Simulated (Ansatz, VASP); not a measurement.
**BiB: VASP beside Ansatz**

Contents of INCAR:

```
SYSTEM = BiB
PREC     = Accurate       ! precision mode
ENCUT    = 520            ! plane-wave cutoff, eV
EDIFF    = 1E-7           ! SCF threshold, eV
ISMEAR   = -1             ! smearing method
SIGMA    = 0.02           ! smearing width, eV
LREAL    = .False.        ! projectors in reciprocal space
LASPH    = .True.         ! aspherical terms in the spheres
NELM     = 150            ! most SCF steps
ALGO     = Normal         ! electronic algorithm
ISIF     = 2              ! what is computed and relaxed
LWAVE    = .False.        ! write WAVECAR
LCHARG   = .False.        ! write CHGCAR
MAGMOM   = 0 0 0 0 0 0    ! initial moments
LORBIT   = 11             ! projections on sites
LSORBIT  = .True.         ! spin-orbit coupling
GGA_COMPAT= .False.      
LORBMOM  = .True.       
GGA      = PE             ! functional
NBANDS   = 30             ! bands
```

The input KPOINTS:

```
regular mesh
0
Gamma
  8 8 8
  0 0 0
```

POSCAR

```
BiB
1.0
    0.0000000000      2.7448744764      2.7448744764
    2.7448744764      0.0000000000      2.7448744764
    2.7448744764      2.7448744764      0.0000000000
B Bi
1 1
Direct
    0.0000000000      0.0000000000      0.0000000000
    0.2500000000      0.2500000000      0.2500000000
```

Input for Ansatz:

```yaml
crystal:
  lattice:
    - [0.0, 2.7448744764, 2.7448744764]
    - [2.7448744764, 0.0, 2.7448744764]
    - [2.7448744764, 2.7448744764, 0.0]
  atoms:
    - { symbol: B, position: [0.0, 0.0, 0.0] }
    - { symbol: Bi, position: [0.25, 0.25, 0.25] }
kpoints:
  mp_grid: { grid: [8, 8, 8] }
  band_path:
    path:
      - [0.0, 0.0, 0.0]
      - [-0.5, -0.5, 0.0]
      - [-0.375, -0.375, 0.25]
      - [-0.375, 0.0, 0.375]
      - [0.0, 0.0, 0.5]
      - [-0.5, -0.25, 0.25]
    npoints: 1
hamiltonian:
  xc: pbe
scf:
  occupations: { method: fermi_dirac, width: 0.02 }
  n_extra_bands: 8
magnetization:
  noncollinear: true
  spin_orbit: true
output:
  forces: true
  stress: true
  eigenvalues: true
```

Alike in both runs: task single point; functional PBE; k mesh 8 × 8 × 8; occupations fermi-dirac, width 0.02 eV; non-collinear spin, spin-orbit coupling.

```csv
,VASP,Ansatz
version,VASP 6.6.1,Ansatz 0.2.0
potentials or method,"VASP PAW PBE potentials, release 64 (B, Bi_d)","plane waves, PAW"
plane-wave cutoff (eV),520,420
valence electrons in the cell,18,18
```

Ansatz gave:

- pressure (GPa): 1.3
- net moment per atom (μB): 0.00

Q: Which values does VASP return?

A: Pressure (GPa): 1.4; net moment per atom (μB): 0.00.
